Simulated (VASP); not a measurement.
# Ag3F (Fm-3m) in VASP: further runs

Runs on Ag3F. Level: PBE. Tasks: relaxation of cell and atoms, single point.

All numbers are computed with VASP 6.6.1; they aren't measurements. Logs are shortened: lines on timing, memory, paths and dates and some standing lists are left out, and cuts for length are marked.

## (1) The cell of the first run

Symmetry: Fm-3m, No. 225, cubic system. Conventional cell: a = 7.295 Å, b = 7.295 Å, c = 7.295 Å, α = 90.00°, β = 90.00°, γ = 90.00°. Within 4.2 Å of Ag (site symmetry -43m) lie 10 Ag at 3.16 to 3.65 Å and 4 F at 3.16 Å. Ag (site symmetry m-3m) has 8 Ag at 3.16 Å and 6 F at 3.65 Å within 4.2 Å. Within 4.2 Å of F (site symmetry m-3m) lie 14 Ag at 3.16 to 3.65 Å.

## (2) Relaxation of cell and atoms, PBE

INCAR

```
SYSTEM = Ag3F
PREC = Accurate
ENCUT = 600
EDIFF = 1E-7
ISMEAR = 0
SIGMA = 0.1
LREAL = .FALSE.
LASPH = .TRUE.
NELM = 60
ALGO = Normal
ISIF = 3
LWAVE = .FALSE.
LCHARG = .FALSE.
GGA = PE
IBRION = 2
NSW = 90
EDIFFG = -0.04
```

KPOINTS

```
Automatic mesh
0
G
  4 4 4
  0 0 0
```

POSCAR

```
Ag3F
1.0
    0.0000000000      3.6475800900      3.6475800900
    3.6475800900      0.0000000000      3.6475800900
    3.6475800900      3.6475800900      0.0000000000
Ag F
3 1
Direct
    0.2500000000      0.2500000000      0.2500000000
    0.7500000000      0.7500000000      0.7500000000
    0.5000000000      0.5000000000      0.5000000000
    0.0000000000      0.0000000000      0.0000000000
```

Potentials or basis: VASP PAW PBE potentials, release 64 (Ag, F).

The run is started by

```
$ cat potpaw_PBE.64/Ag/POTCAR potpaw_PBE.64/F/POTCAR > POTCAR
$ mpirun -np 1 vasp_std > vasp.out
```

OUTCAR:

```text
SYSTEM = Ag3F
   PREC = Accurate
   ENCUT = 600
   EDIFF = 1E-7
   ISMEAR = 0
   LREAL = .FALSE.
   LASPH = .TRUE.
   NELM = 60
   ISIF = 3
   GGA = PE
   IBRION = 2
   NSW = 90
   EDIFFG = -0.04

 ion  position               nearest neighbor table
   1  0.250  0.250  0.250-   3 3.16   3 3.16   3 3.16   3 3.16
   2  0.750  0.750  0.750-   3 3.16   3 3.16   3 3.16   3 3.16
   3  0.500  0.500  0.500-   1 3.16   1 3.16   1 3.16   1 3.16   2 3.16   2 3.16   2 3.16   2 3.16

   4  0.000  0.000  0.000-

  LATTYP: Found a face centered cubic cell.
 ALAT       =     7.2951601800

  Lattice vectors:

 A1 = (   0.0000000000,   3.6475800900,   3.6475800900)
 A2 = (   3.6475800900,   0.0000000000,   3.6475800900)
 A3 = (   3.6475800900,   3.6475800900,   0.0000000000)

Analysis of symmetry for initial positions (statically):
=====================================================================
 Subroutine PRICEL returns:
 Original cell was already a primitive cell.

 Routine SETGRP: Setting up the symmetry group for a
 face centered cubic supercell.

 Subroutine GETGRP returns: Found 48 space group operations
 (whereof 48 operations were pure point group operations)
 out of a pool of 48 trial point group operations.

The static configuration has the point symmetry O_h .

Analysis of symmetry for dynamics (positions and initial velocities):
=====================================================================
 Subroutine PRICEL returns:
 Original cell was already a primitive cell.

 Routine SETGRP: Setting up the symmetry group for a
 face centered cubic supercell.

 Subroutine GETGRP returns: Found 48 space group operations
 (whereof 48 operations were pure point group operations)
 out of a pool of 48 trial point group operations.

The dynamic configuration has the point symmetry O_h .

 Subroutine INISYM returns: Found 48 space group operations
 (whereof 48 operations are pure point group operations),
 and found     1 'primitive' translations

----------------------------------------------------------------------------------------

                                     Primitive cell

  volume of cell :      97.0609

  direct lattice vectors                    reciprocal lattice vectors
     0.000000000  3.647580090  3.647580090    -0.137077182  0.137077182  0.137077182
     3.647580090  0.000000000  3.647580090     0.137077182 -0.137077182  0.137077182
     3.647580090  3.647580090  0.000000000     0.137077182  0.137077182 -0.137077182

  length of vectors
     5.158457233  5.158457233  5.158457233     0.237424644  0.237424644  0.237424644

  position of ions in fractional coordinates (direct lattice)
     0.250000000  0.250000000  0.250000000
     0.750000000  0.750000000  0.750000000
     0.500000000  0.500000000  0.500000000
     0.000000000  0.000000000  0.000000000

  ion indices of the primitive-cell ions
   primitive index   ion index
                 1           1
                 2           2
                 3           3
                 4           4

----------------------------------------------------------------------------------------

 KPOINTS: Automatic mesh

Automatic generation of k-mesh.
 Grid dimensions read from file:
 generate k-points for:    4    4    4

 Generating k-lattice:

  Cartesian coordinates                     Fractional coordinates (reciprocal lattice)
    -0.034269296  0.034269296  0.034269296     0.250000000  0.000000000  0.000000000
     0.034269296 -0.034269296  0.034269296     0.000000000  0.250000000  0.000000000
     0.034269296  0.034269296 -0.034269296     0.000000000  0.000000000  0.250000000

  Length of vectors
     0.059356161  0.059356161  0.059356161

  Shift w.r.t. Gamma in fractional coordinates (k-lattice)
     0.000000000  0.000000000  0.000000000

 Subroutine IBZKPT returns following result:
 ===========================================

 Found      8 irreducible k-points:

 Following reciprocal coordinates:
            Coordinates               Weight
  0.000000  0.000000  0.000000      1.000000
  0.250000  0.000000  0.000000      8.000000
  0.500000  0.000000  0.000000      4.000000
  0.250000  0.250000  0.000000      6.000000
  0.500000  0.250000  0.000000     24.000000
 -0.250000  0.250000  0.000000     12.000000
  0.500000  0.500000  0.000000      3.000000
 -0.250000  0.500000  0.250000      6.000000
   k-points           NKPTS =      8   k-points in BZ     NKDIM =      8   number of bands    NBANDS=     24
   number of dos      NEDOS =    301   number of ions     NIONS =      4
   total plane-waves  NPLWV =  74088
   dimension x,y,z NGX =    42 NGY =   42 NGZ =   42
   dimension x,y,z NGXF=    84 NGYF=   84 NGZF=   84
   ions per type =               3   1
   NGX,Y,Z   is equivalent  to a cutoff of  13.54, 13.54, 13.54 a.u.
   NGXF,Y,Z  is equivalent  to a cutoff of  27.07, 27.07, 27.07 a.u.
 SYSTEM =  Ag3F
   PREC   = accura    normal or accurate (medium, high low for compatibility)
[... 72 lines left out ...]
      4      -1.5596      2.00000
      5      -1.5191      2.00000
      6      -1.5191      2.00000
[... 16 lines left out ...]
     23       7.6822      0.00000
     24       7.6822      0.00000

 k-point     2 :       0.2500    0.0000    0.0000
  band No.  band energies     occupation
      1     -18.4296      2.00000
      2      -1.7058      2.00000
      3      -1.6924      2.00000
      4      -1.6924      2.00000
      5      -1.6052      2.00000
      6      -1.6052      2.00000
[... 482 lines left out ...]
  FORCE on cell =-STRESS in cart. coord.  units (eV):
  Direction    XX          YY          ZZ          XY          YZ          ZX
  --------------------------------------------------------------------------------------
  -------------------------------------------------------------------------------------
  Total       -0.4384663     -0.4384663     -0.4384663      0.0000000      0.0000000      0.0000000
  in kB      -10.4313887    -10.4313887    -10.4313887      0.0000000      0.0000000      0.0000000
  external PRESSURE =     -10.4313887 kB  Pullay stress =       0.0000000 kB

 VOLUME and BASIS-vectors are now :
 -----------------------------------------------------------------------------
  energy-cutoff  :      600.00
  volume of cell :       67.34
      direct lattice vectors                 reciprocal lattice vectors
    -0.000000000  3.229174795  3.229174795    -0.154838320  0.154838320  0.154838320
     3.229174795 -0.000000000  3.229174795     0.154838320 -0.154838320  0.154838320
     3.229174795  3.229174795  0.000000000     0.154838320  0.154838320 -0.154838320

 POSITION                                       TOTAL-FORCE (eV/Angst)
 -----------------------------------------------------------------------------------
      1.61459      1.61459      1.61459         0.000000      0.000000     -0.000000
      4.84376      4.84376      4.84376        -0.000000     -0.000000      0.000000
      3.22917      3.22917      3.22917         0.000000     -0.000000      0.000000
      0.00000     -0.00000      0.00000         0.000000     -0.000000      0.000000
 -----------------------------------------------------------------------------------
    total drift:                               -0.000000     -0.000000      0.000000

  FREE ENERGIE OF THE ION-ELECTRON SYSTEM (eV)
  ---------------------------------------------------
  free  energy   TOTEN  =       -11.2034317312 eV

  energy  without entropy=      -11.1976616503  energy(sigma->0) =      -11.20054669

--------------------------------------- Ionic step        4  -------------------------------------------

 number of electron      40.0000003 magnetization

 Free energy of the ion-electron system (eV)
  ---------------------------------------------------
  ext. energy  EPLUGINS =         0.00000000
  ---------------------------------------------------
  free energy    TOTEN  =       -11.20613160 eV

  energy without entropy =      -11.20038607  energy(sigma->0) =      -11.20325883

 E-fermi :   6.4518     XC(G=0): -11.3706

 val. band max:        5.7699187651   @ k =   0.5000   0.0000   0.0000
 cond. band min:       6.4835519477   @ k =   0.5000   0.5000   0.0000
 fundamental gap:      0.7136331826
 Fermi energy:         6.4518258515

 k-point     1 :       0.0000    0.0000    0.0000
  band No.  band energies     occupation
      1     -16.1695      2.00000
      2       0.5332      2.00000
      3       0.6527      2.00000
      4       0.6527      2.00000
      5       0.7138      2.00000
      6       0.7138      2.00000
[... 16 lines left out ...]
     23      12.4197      0.00000
     24      13.0930      0.00000

 k-point     2 :       0.2500    0.0000    0.0000
  band No.  band energies     occupation
      1     -16.1617      2.00000
      2       0.2131      2.00000
      3       0.5389      2.00000
      4       0.5389      2.00000
      5       1.0083      2.00000
      6       1.0083      2.00000
[... 183 lines left out ...]
  FORCE on cell =-STRESS in cart. coord.  units (eV):
  Direction    XX          YY          ZZ          XY          YZ          ZX
  --------------------------------------------------------------------------------------
  -------------------------------------------------------------------------------------
  Total        0.1567914      0.1567914      0.1567914      0.0000000      0.0000000      0.0000000
  in kB        3.8029533      3.8029533      3.8029533      0.0000000      0.0000000      0.0000000
  external PRESSURE =       3.8029533 kB  Pullay stress =       0.0000000 kB

 VOLUME and BASIS-vectors are now :
 -----------------------------------------------------------------------------
  energy-cutoff  :      600.00
  volume of cell :       66.06
      direct lattice vectors                 reciprocal lattice vectors
    -0.000000000  3.208440275  3.208440275    -0.155838961  0.155838961  0.155838961
     3.208440275 -0.000000000  3.208440275     0.155838961 -0.155838961  0.155838961
     3.208440275  3.208440275  0.000000000     0.155838961  0.155838961 -0.155838961

 POSITION                                       TOTAL-FORCE (eV/Angst)
 -----------------------------------------------------------------------------------
      1.60422      1.60422      1.60422        -0.000000      0.000000      0.000000
      4.81266      4.81266      4.81266         0.000000     -0.000000      0.000000
      3.20844      3.20844      3.20844         0.000000      0.000000     -0.000000
      3.20844      6.41688      3.20844         0.000000      0.000000     -0.000000
 -----------------------------------------------------------------------------------
    total drift:                               -0.000000     -0.000000      0.000000

  FREE ENERGIE OF THE ION-ELECTRON SYSTEM (eV)
  ---------------------------------------------------
  free  energy   TOTEN  =       -11.2061315973 eV

  energy  without entropy=      -11.2003860666  energy(sigma->0) =      -11.20325883

 reached required accuracy - stopping structural energy minimisation
```

Run time: 62 s. Hardware: 1 thread of AMD EPYC 9R45 (Zen 5), shared host; peak memory 0.24 GiB.

What came out:

```
Free energy                            : -11.2061 eV
Relaxed volume                         : 16.51 Å³/atom
Relaxed cell                           : a = 4.537 Å, b = 4.537 Å, c = 4.537 Å, α = 60.00°, β = 60.00°, γ = 60.00°
Space group after relaxing (to 0.05 Å) : Fm-3m (No. 225)
Energy gained by relaxing              : 364.9 meV/atom
Ionic steps                            : 4
Pressure after relaxing                : 0.4 GPa
Band gap on the k mesh                 : zero (band 20 reaches 6.52 eV, above the bottom of band 21 at 5.77 eV)
```

The path:
| step | energy change (eV) | largest force (eV/Å) | pressure (GPa) | volume (Å³) |
| --- | --- | --- | --- | --- |
| 1 | 0.0000 | 0.0000 | -9.88 | 97.06 |
| 2 | -1.1430 | 0.0000 | -7.68 | 77.52 |
| 3 | -1.4568 | 0.0000 | -1.04 | 67.34 |
| 4 | -1.4595 | 0.0000 | 0.38 | 66.06 |

Final structure:
```
Ag F
1.0
     0.00000    3.20844    3.20844
     3.20844    0.00000    3.20844
     3.20844    3.20844    0.00000
Ag F
3 1
Direct
  0.25000 0.25000 0.25000
  0.75000 0.75000 0.75000
  0.50000 0.50000 0.50000
  0.00000 0.00000 0.00000
```

Caveat: the k points lie up to 0.42 Å⁻¹ apart in the final cell; the volume moved by over 15 % at a fixed basis, so the end points are rough.

## (3) Single point, PBE

This run uses another cell than the first one, of 16.63 Å³/atom, 0.685 times its volume.

INCAR

```
SYSTEM = Ag3F
PREC = Accurate
ENCUT = 520
EDIFF = 1E-6
ISMEAR = 0
SIGMA = 0.1
LREAL = .False.
LASPH = .True.
NELM = 100
ALGO = Normal
ISIF = 2
LWAVE = .False.
LCHARG = .False.
GGA = PE
NBANDS = 28
```

KPOINTS

```
Automatic mesh
0
Gamma
  12 12 12
  0 0 0
```

POSCAR

```
Ag3F
1.0
    0.0000000000      3.2160916415      3.2160916415
    3.2160916415      0.0000000000      3.2160916415
    3.2160916415      3.2160916415      0.0000000000
Ag F
3 1
Direct
    0.2500000000      0.2500000000      0.2500000000
    0.7500000000      0.7500000000      0.7500000000
    0.5000000000      0.5000000000      0.5000000000
    0.0000000000      0.0000000000      0.0000000000
```

Potentials or basis: VASP PAW PBE potentials, release 64 (Ag, F).

The run is started by

```
$ cat potpaw_PBE.64/Ag/POTCAR potpaw_PBE.64/F/POTCAR > POTCAR
$ mpirun -np 1 vasp_std > vasp.out
```

It took 70 s on 1 thread of AMD EPYC 9R45 (Zen 5), shared host; peak memory 0.24 GiB.

It converged, with:

```yaml
Free_energy: -11.0857 eV
Pressure: -0.2 GPa
Band_gap_on_the_k_mesh: zero (band 20 reaches 6.42 eV, above the bottom of band 21 at 5.67 eV)
```

Levels at points of the mesh, in eV from the Fermi level:
```
           k point  band 18  band 19  band 20  band 21  band 22  band 23
(0.00, 0.00, 0.00)    -2.77    -2.77    -2.77     6.37     6.37     6.37
(0.50, 0.00, 0.00)    -2.32    -2.32    -1.74    -0.26     5.04     5.04
(0.50, 0.50, 0.00)    -2.69    -2.69    -0.44     0.45     3.12     3.12
```

## (4) Relaxation of cell and atoms, PBE

This run uses another cell than the first one, of 16.70 Å³/atom, 0.688 times its volume.

INCAR

```
ALGO     = Normal         # electronic algorithm
EDIFF    = 1E-6           # SCF threshold, eV
EDIFFG   = -0.04          # ionic threshold
ENCUT    = 600            # plane-wave cutoff, eV
GGA      = PE             # functional
IBRION   = 2              # ionic algorithm
ISIF     = 3              # what is computed and relaxed
ISMEAR   = 0              # smearing method
LASPH    = T              # aspherical terms in the spheres
LCHARG   = F              # write CHGCAR
LREAL    = F              # projectors in reciprocal space
LWAVE    = F              # write WAVECAR
NELM     = 80             # most SCF steps
NSW      = 90             # ionic steps
PREC     = Accurate       # precision mode
SIGMA    = 0.1            # smearing width, eV
```

KPOINTS

```
k-points
0
Gamma
  6 6 6
```

POSCAR

```
Ag3F
1.0
    0.0000000000      3.2203699120      3.2203699120
    3.2203699120      0.0000000000      3.2203699120
    3.2203699120      3.2203699120      0.0000000000
Ag F
3 1
Direct
    0.2500000000      0.2500000000      0.2500000000
    0.7500000000      0.7500000000      0.7500000000
    0.5000000000      0.5000000000      0.5000000000
    0.0000000000      0.0000000000      0.0000000000
```

The run is started by

```
$ cat potpaw_PBE.64/Ag/POTCAR potpaw_PBE.64/F/POTCAR > POTCAR
$ mpirun -np 1 vasp_std > vasp.out
```

It took 27 s on 1 thread of AMD EPYC 9R45 (Zen 5), shared host; peak memory 0.19 GiB.

It converged, with:

| Quantity | Value |
| --- | --- |
| Free energy | -11.0404 eV |
| Relaxed volume | 16.56 Å³/atom |
| Relaxed cell | a = 4.541 Å, b = 4.541 Å, c = 4.541 Å, α = 60.00°, β = 60.00°, γ = 60.00° |
| Space group after relaxing (to 0.05 Å) | Fm-3m (No. 225) |
| Energy gained by relaxing | 0.2 meV/atom |
| Ionic steps | 2 |
| Pressure after relaxing | 0.0 GPa |
| Band gap on the k mesh | zero (band 20 reaches 6.15 eV, above the bottom of band 21 at 5.72 eV) |

The path:
```csv
step,energy change (eV),largest force (eV/Å),pressure (GPa),volume (Å³)
1,0.0000,0.0000,-0.56,66.80
2,-0.0009,0.0000,0.03,66.23
```

Final structure:
```cif
data_structure
_symmetry_space_group_name_H-M 'P 1'
_symmetry_Int_Tables_number 1
_cell_length_a 4.5414
_cell_length_b 4.5414
_cell_length_c 4.5414
_cell_angle_alpha 60.000
_cell_angle_beta 60.000
_cell_angle_gamma 60.000
_cell_volume 66.23
loop_
_atom_site_label
_atom_site_type_symbol
_atom_site_fract_x
_atom_site_fract_y
_atom_site_fract_z
_atom_site_occupancy
Ag1 Ag 0.25000 0.25000 0.25000 1
Ag2 Ag 0.75000 0.75000 0.75000 1
Ag3 Ag 0.50000 0.50000 0.50000 1
F1 F 0.00000 0.00000 0.00000 1
```

Levels at points of the mesh, in eV from the Fermi level:
| k point | band 18 | band 19 | band 20 | band 21 | band 22 | band 23 |
| --- | --- | --- | --- | --- | --- | --- |
| (0.00, 0.00, 0.00) | -2.84 | -2.84 | -2.84 | 6.33 | 6.33 | 6.33 |
| (0.50, 0.00, 0.00) | -2.38 | -2.38 | -1.80 | -0.32 | 4.99 | 4.99 |
| (0.50, 0.50, 0.00) | -2.75 | -2.75 | -0.50 | 0.40 | 3.07 | 3.07 |

## (5) The runs side by side

```tsv
task	cell	k mesh	cutoff (eV)	gap on the mesh (eV)	pressure (GPa)	relaxed volume (Å³/atom)
relaxation of cell and atoms	relaxed from a = 5.158 Å, angles 60.0°, 4 atoms	4 × 4 × 4	600	none	0.4	16.51
single point	a = 4.548 Å, angles 60.0°, 4 atoms	12 × 12 × 12	520	none	-0.2	-
relaxation of cell and atoms	relaxed from a = 4.554 Å, angles 60.0°, 4 atoms	6 × 6 × 6	600	none	0.0	16.56
```

Alike in all rows: level PBE; potentials or basis VASP PAW PBE potentials, release 64 (Ag, F); no spin polarisation; smearing gaussian 0.1 eV.

Caveats: some runs use coarse meshes; the volume moved by over 15 % at a fixed basis, so the end points are rough (some runs).

Absolute energies hang on the potentials; compare differences alone.
